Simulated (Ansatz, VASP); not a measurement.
## Sb3Br: VASP beside Ansatz

```
Sb Br
1.0
     0.00000    4.36313    4.36313
     4.36313    0.00000    4.36313
     4.36313    4.36313    0.00000
Sb Br
3 1
Direct
  0.25000 0.25000 0.25000
  0.75000 0.75000 0.75000
  0.50000 0.50000 0.50000
  0.00000 0.00000 0.00000
```

Change from the starting cell: species swapped into the Na3In type (Fm-3m, No. 225).

Alike in both runs: task single point; functional PBE; k mesh 4 × 4 × 4; occupations gaussian, width 0.1 eV; no spin polarisation.

|  | VASP | Ansatz |
| --- | --- | --- |
| version | VASP 6.6.1 | Ansatz 0.2.0 |
| potentials or method | VASP PAW PBE potentials, release 64 (Sb, Br), cutoff 520 eV | scalar-relativistic, plane waves, PAW |
| valence electrons in the cell | 22 | 52 |

```csv
,VASP,Ansatz,Ansatz less VASP
gap on the k mesh at the Fermi level (eV),none,none,-
pressure (GPa),-8.3,-8.3,+0.03
```

A gap of «none» marks a metal or a gap that the smearing closes. VASP's potentials hold 22 valence electrons a cell and Ansatz's 52, so a difference there can come from the potentials and not from the codes.

Spin-orbit coupling is off throughout.
